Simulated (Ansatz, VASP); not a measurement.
# ScB2 in VASP and in Ansatz

```
Sc B
1.0
     3.19145    0.00000    0.00000
    -1.59573    2.76388    0.00000
     0.00000    0.00000    3.56632
Sc B
1 2
Direct
  0.00000 0.00000 0.00000
  0.33333 0.66667 0.50000
  0.66667 0.33333 0.50000
```

Change from the starting cell: volume scaled by 1.04, crystal datasets.

Alike in both runs: task electric field gradients; functional PBEsol; k mesh 12 × 12 × 9; occupations fermi-dirac, width 0.03 eV; no spin polarisation.

|  | VASP | Ansatz |
| --- | --- | --- |
| version | VASP 6.6.1 | Ansatz 0.2.0 |
| potentials or method | VASP PAW PBE potentials, release 64 (Sc_sv, B), cutoff 520 eV | all-electron PAW with datasets made for the crystal, scalar-relativistic |

|  | VASP | Ansatz | Ansatz less VASP |
| --- | --- | --- | --- |
| pressure (GPa) | -11.1 | -11.5 | -0.43 |
| traceless stress, the component that is largest in VASP (GPa) | 1.01 | 0.99 | -0.021 |
| size of Vzz on the site where it differs most (V/Å²) | 6.9 | 5.6 | -1.29 |

VASP's potentials were made for PBE, not for PBEsol. Ansatz ran all-electron here, and VASP with PAW potentials.
